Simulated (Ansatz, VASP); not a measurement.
P in VASP and in Ansatz

```xyz
4
Lattice="3.2016 0.0000 0.0000 0.0000 33.9856 0.0000 0.0000 0.0000 4.6321" Properties=species:S:1:pos:R:3 pbc="T T T"
P     0.0000   32.9749    2.7429
P     0.0000    1.0107    1.8892
P     1.6008    1.0107    0.4268
P     1.6008   32.9749    4.2052
```

Change from the starting cell: strain -0.025 along x and y, +0.000 along z, atoms carried along.

Alike in both runs: task single point; functional PBEsol; k mesh 8 × 1 × 6; occupations gaussian, width 0.05 eV; no spin polarisation.

|  | VASP | Ansatz |
| --- | --- | --- |
| version | VASP 6.6.1 | Ansatz 0.2.0 |
| potentials or method | VASP PAW PBE potentials, release 64 (P), cutoff 520 eV | scalar-relativistic, plane waves, PAW |
| valence electrons in the cell | 20 | 20 |

```csv
,VASP,Ansatz,Ansatz less VASP
gap on the k mesh at the Fermi level (eV),0.99,0.97,-0.021
least direct gap on the mesh (eV),1.00,0.99,-0.015
rms of the force components (eV/Å),0.349,0.361,+0.0123
```

VASP's potentials were made for PBE, not for PBEsol. Atom by atom the forces differ by 0.012 eV/Å (rms over components).
